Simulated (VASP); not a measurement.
# MnNbN2 (P6/mmm) in VASP: a series of runs, part 2 of 2

VASP 6.6.1.

## 4. Relaxation of cell and atoms, PBE, collinear spin, ferromagnetic start

INCAR

```
SYSTEM = MnNbN2
ALGO = Normal
EDIFF = 1E-6
EDIFFG = -0.04
ENCUT = 600
GGA = PE
IBRION = 2
ISIF = 3
ISMEAR = 0
ISPIN = 2
LASPH = .True.
LCHARG = .False.
LMAXMIX = 4
LORBIT = 11
LREAL = .False.
LWAVE = .False.
MAGMOM = 4 0 0 0
NELM = 150
NSW = 90
PREC = Accurate
SIGMA = 0.1
```

KPOINTS

```
k-points
0
Gamma
  6 6 4
  0 0 0
```

POSCAR

```
MnNbN2
1.0
    3.2805084900      0.0000000000      0.0000000000
   -1.6402542400      2.8410036900      0.0000000000
    0.0000000000      0.0000000000      5.5846886400
Mn Nb N
1 1 2
Direct
    0.0000000000      0.0000000000      0.0000000000
    0.0000000000      0.0000000000      0.5000000000
    0.0000000000      0.0000000000      0.2381449800
    0.0000000000      0.0000000000      0.7618550200
```

Potentials or basis: VASP PAW PBE potentials, release 64 (Mn_pv, Nb_sv, N).

Command:

```
$ cat potpaw_PBE.64/Mn_pv/POTCAR potpaw_PBE.64/Nb_sv/POTCAR potpaw_PBE.64/N/POTCAR > POTCAR
$ mpirun -np 1 vasp_std > vasp.out
```

OUTCAR:

```text
SYSTEM = MnNbN2
   EDIFF = 1E-6
   EDIFFG = -0.04
   ENCUT = 600
   GGA = PE
   IBRION = 2
   ISIF = 3
   ISMEAR = 0
   ISPIN = 2
   LASPH = .True.
   LORBIT = 11
   LREAL = .False.
   NELM = 150
   NSW = 90
   PREC = Accurate

 ion  position               nearest neighbor table
   1  0.000  0.000  0.000-   3 1.33   4 1.33   2 2.79   2 2.79
   2  0.000  0.000  0.500-   3 1.46   4 1.46   1 2.79   1 2.79
   3  0.000  0.000  0.238-   1 1.33   2 1.46
   4  0.000  0.000  0.762-   1 1.33   2 1.46

  LATTYP: Found a hexagonal cell.
 ALAT       =     3.2805084900
 C/A-ratio  =     1.7023850592

  Lattice vectors:

 A1 = (   3.2805084900,   0.0000000000,   0.0000000000)
 A2 = (  -1.6402542400,   2.8410036900,   0.0000000000)
 A3 = (   0.0000000000,   0.0000000000,   5.5846886400)

Analysis of symmetry for initial positions (statically):
=====================================================================
 Subroutine PRICEL returns:
 Original cell was already a primitive cell.

 Routine SETGRP: Setting up the symmetry group for a
 hexagonal supercell.

 Subroutine GETGRP returns: Found 24 space group operations
 (whereof 24 operations were pure point group operations)
 out of a pool of 24 trial point group operations.

The static configuration has the point symmetry D_6h.

Analysis of symmetry for dynamics (positions and initial velocities):
=====================================================================
 Subroutine PRICEL returns:
 Original cell was already a primitive cell.

 Routine SETGRP: Setting up the symmetry group for a
 hexagonal supercell.

[... 142 lines left out ...]
   LORBIT       =     11    0 simple, 1 ext, 2 COOP (PROOUT), +10 PAW based schemes
   GGA     = PE    functional components
   LHFCALC =     F    Hartree Fock is set to
   AEXX    =    0.0000 exact exchange contribution
   IVDW    =     0    specifies the selected vdW correction
   LEPSILON=     F    determine dielectric tensor
   LRPA    =     F    only Hartree local field effects (RPA)
 conjugate gradient relaxation of ions
 spin polarized calculation
 Gauss-broadening in eV      SIGMA  =   0.10
  energy-cutoff  :      600.00
  volume of cell :       52.05
 maximum number of plane-waves:      1763
 NGX is ok and might be reduce to    28
   NGX = 13   NGY = 13   NGZ = 23

--------------------------------------- Ionic step        1  -------------------------------------------

 number of electron      36.0000000 magnetization       0.4304179

 number of electron      35.9999997 magnetization      -1.2319279

 Free energy of the ion-electron system (eV)
  ---------------------------------------------------
  ext. energy  EPLUGINS =         0.00000000
  ---------------------------------------------------
  free energy    TOTEN  =       -11.20217055 eV

  energy without entropy =      -11.18545902  energy(sigma->0) =      -11.19381479

------------------------ aborting loop because EDIFF is reached ----------------------------------------

  FORCE on cell =-STRESS in cart. coord.  units (eV):
  Direction    XX          YY          ZZ          XY          YZ          ZX
  --------------------------------------------------------------------------------------
  -------------------------------------------------------------------------------------
  Total       -2.4015038     -2.4015038    173.8294990     -0.0000000     -0.0000000      0.0000000
  in kB      -73.9233999    -73.9234000   5350.8420577     -0.0000001     -0.0000000      0.0000000
  external PRESSURE =    1734.3317526 kB  Pullay stress =       0.0000000 kB
[... 3540 lines left out ...]
     23       6.9690      0.00000
     24       6.9690      0.00000

[... ionic steps 4 to 21 ...]

--------------------------------------- Ionic step       22  -------------------------------------------

 number of electron      36.0000011 magnetization      -0.0037229

------------------------ aborting loop because EDIFF is reached ----------------------------------------
[... 71 lines left out ...]
--------------------------------------- Ionic step       24  -------------------------------------------

 number of electron      36.0000009 magnetization      -0.0077589

 Free energy of the ion-electron system (eV)
  ---------------------------------------------------
  ext. energy  EPLUGINS =         0.00000000
  ---------------------------------------------------
  free energy    TOTEN  =       -32.44360892 eV

  energy without entropy =      -32.41949945  energy(sigma->0) =      -32.43155418

 E-fermi :   6.0743     XC(G=0): -11.5311

 val. band max:        6.0664924523   @ k =   0.3333   0.0000   0.0000
 cond. band min:       6.0922114976   @ k =   0.1667   0.0000   0.5000
 fundamental gap:      0.0257190454
 Fermi energy:         6.0743293273
[... 1168 lines left out ...]
  FREE ENERGIE OF THE ION-ELECTRON SYSTEM (eV)
  ---------------------------------------------------
  free  energy   TOTEN  =       -32.4436089185 eV

  energy  without entropy=      -32.4194994489  energy(sigma->0) =      -32.43155418

 reached required accuracy - stopping structural energy minimisation

 total charge

# of ion       s       p       d       tot
------------------------------------------
    1        0.379   6.464   5.129  11.972
    2        2.236   6.032   2.515  10.783
    3        1.331   2.266   0.000   3.598
    4        1.331   2.266   0.000   3.598
--------------------------------------------------
tot          5.278  17.028   7.645  29.950

 magnetization (x)

# of ion       s       p       d       tot
------------------------------------------
    1       -0.000  -0.000  -0.010  -0.010
    2       -0.000  -0.000  -0.001  -0.001
    3        0.000   0.001   0.000   0.001
    4        0.000   0.001   0.000   0.001
--------------------------------------------------
tot          0.000   0.003  -0.011  -0.008
```

OSZICAR:

```text
N       E                     dE             d eps       ncg     rms          rms(c)
DAV:   1     0.516343521443E+03    0.51634E+03   -0.22367E+04  2016   0.184E+03
DAV:   2     0.307998167189E+02   -0.48554E+03   -0.46717E+03  2256   0.594E+02
DAV:   3    -0.163472807843E+02   -0.47147E+02   -0.45556E+02  3200   0.172E+02
DAV:   4    -0.193278410133E+02   -0.29806E+01   -0.29650E+01  2984   0.384E+01
[... 616 lines left out ...]
DAV:   4    -0.324436750760E+02   -0.11389E-04   -0.81975E-04  2808   0.192E-01    0.682E-02
DAV:   5    -0.324436100272E+02    0.65049E-04   -0.27744E-04  2960   0.101E-01    0.277E-02
DAV:   6    -0.324436085583E+02    0.14689E-05   -0.15031E-05  3088   0.264E-02    0.126E-02
DAV:   7    -0.324436089185E+02   -0.36014E-06   -0.47457E-06  2000   0.139E-02
  24 F= -.32443609E+02 E0= -.32431554E+02  d E =-.258944E-03  mag=    -0.0083
```

It took 39 min on 1 thread of Intel Xeon Platinum 8124M at 3.00GHz (Skylake/Cascade Lake), shared host; peak memory 0.28 GiB.

Results:

```
Free energy                                           : -32.4436 eV
Relaxed volume                                        : 13.23 Å³/atom
Relaxed cell                                          : a = 2.869 Å, b = 2.869 Å, c = 7.421 Å, α = 90.00°, β = 90.00°, γ = 120.00°
Space group after relaxing (to 0.1 Å)                 : P6/mmm (No. 191)
Pressure after relaxing                               : 0.0 GPa
Largest force after relaxing                          : 0.016 eV/Å
Band gap on the k mesh                                : zero (filled and empty bands overlap)
Net moment                                            : -0.01 μB per cell
Valence electrons inside the program's atomic spheres : Mn 11.97; Nb 10.78; N 3.60
```

Forces on the atoms (eV/Å):
```
Mn   0.000  0.000  0.000
Nb   0.000  0.000  0.000
N    0.000  0.000 -0.016
N    0.000  0.000  0.016
```

Final structure:
```xyz
4
Lattice="2.8693 0.0000 0.0000 -1.4346 2.4849 0.0000 0.0000 0.0000 7.4206" Properties=species:S:1:pos:R:3 pbc="T T T"
Mn    0.0000    0.0000    0.0000
Nb    0.0000    0.0000    3.7103
N     0.0000    0.0000    1.7122
N     0.0000    0.0000    5.7083
```

Levels at points of the mesh, in eV from the Fermi level:
Spin up:
```
           k point  band 14  band 15  band 16  band 17  band 18  band 19  band 20  band 21  band 22  band 23
(0.00, 0.00, 0.00)    -1.55    -1.50    -0.35    -0.35     0.71     0.71     0.91     0.91     1.85     1.85
(0.50, 0.00, 0.00)    -2.17    -1.75    -1.02    -0.48     0.07     0.98     1.24     2.72     3.15     3.81
(0.00, 0.00, 0.50)    -1.39    -1.39    -0.35    -0.35     0.14     0.14     0.71     0.71     2.86     2.86
(0.50, 0.00, 0.50)    -2.77    -1.92    -1.72    -0.80     0.65     0.74     0.98     2.43     3.39     4.22
```
Spin down:
```tsv
k point	band 16	band 17	band 18	band 19	band 20	band 21
(0.00, 0.00, 0.00)	-0.37	-0.37	0.71	0.71	0.91	0.91
(0.50, 0.00, 0.00)	-1.03	-0.48	0.07	0.97	1.24	2.71
(0.00, 0.00, 0.50)	-0.36	-0.36	0.14	0.14	0.71	0.71
(0.50, 0.00, 0.50)	-1.73	-0.79	0.65	0.74	0.97	2.43
```

Caveat: the k points lie up to 0.42 Å⁻¹ apart in the final cell, too coarse for converged energies and pressures of a metal; a cell axis changed by over 15 % at a fixed basis, so the end point is rough. With open d or f shells a metallic result of PBE can be an artefact of self-interaction; +U or a hybrid may open a gap.
